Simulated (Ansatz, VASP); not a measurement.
I in VASP and in Ansatz

INCAR

```
  PREC = Accurate
  ENCUT = 520
  EDIFF = 1E-7
  ISMEAR = -1
  SIGMA = 0.03
  LREAL = F
  LASPH = T
  NELM = 100
  ALGO = Normal
  ISIF = 2
  LWAVE = F
  LCHARG = F
  GGA = PS
  NBANDS = 22
```

Contents of KPOINTS:

```
regular mesh
0
Gamma
  6 6 3
```

Contents of POSCAR:

```
I
1.0
    3.6275000000     -2.3975000000      0.0000000000
    3.6275000000      2.3975000000      0.0000000000
    0.0000000000      0.0000000000      9.7800000000
I
4
Direct
    0.8500000000      0.1500000000      0.1170000000
    0.6500000000      0.3500000000      0.6170000000
    0.1500000000      0.8500000000      0.8830000000
    0.3500000000      0.6500000000      0.3830000000
```

Input for Ansatz:

```yaml
crystal:
  lattice:
    - [3.6275, -2.3975, 0.0]
    - [3.6275, 2.3975, 0.0]
    - [0.0, 0.0, 9.78]
  atoms:
    - { symbol: I, position: [0.85, 0.15, 0.117] }
    - { symbol: I, position: [0.65, 0.35, 0.617] }
    - { symbol: I, position: [0.15, 0.85, 0.883] }
    - { symbol: I, position: [0.35, 0.65, 0.383] }
kpoints:
  mp_grid: { grid: [6, 6, 3] }
  band_path:
    path:
      - [0.0, 0.0, 0.0]
      - [0.5, 0.5, 0.0]
      - [0.3592049686, 0.6407950314, 0.0]
      - [-0.3592049686, 0.3592049686, 0.0]
      - [0.0, 0.0, 0.0]
      - [0.0, 0.0, 0.5]
      - [-0.3592049686, 0.3592049686, 0.5]
      - [0.3592049686, 0.6407950314, 0.5]
      - [0.5, 0.5, 0.5]
    npoints: 5
scf:
  occupations: { method: fermi_dirac, width: 0.03 }
hamiltonian:
  xc: pbesol
  pseudopotentials: { kind: all_electron, lapw: { basis_error: 0.0005 } }
output:
  forces: true
  stress: true
  eigenvalues: true
```

Alike in both runs: task single point; functional PBEsol; k mesh 6 × 6 × 3; occupations fermi-dirac, width 0.03 eV; no spin polarisation.

```csv
,VASP,Ansatz
version,VASP 6.6.1,Ansatz 0.2.0
potentials or method,"VASP PAW PBE potentials, release 64 (I), cutoff 520 eV","all-electron LAPW, scalar-relativistic"
```

Ansatz gave:

| Property | Result |
| --- | --- |
| gap on the k mesh at the Fermi level (eV) | 1.23 |
| pressure (GPa) | -0.3 |
| traceless stress, the component that is largest in VASP (GPa) | -0.50 |
| rms of the force components (eV/Å) | 0.316 |

Q: Which values does VASP return?

A: gap on the k mesh at the Fermi level (eV): 1.22; pressure (GPa): -0.3; traceless stress, the component that is largest in VASP (GPa): -0.51; rms of the force components (eV/Å): 0.318.

VASP's potentials were made for PBE, not for PBEsol. Atom by atom the forces differ by 0.002 eV/Å (rms over components). Ansatz ran all-electron here, and VASP with PAW potentials.

Spin-orbit coupling is off throughout.
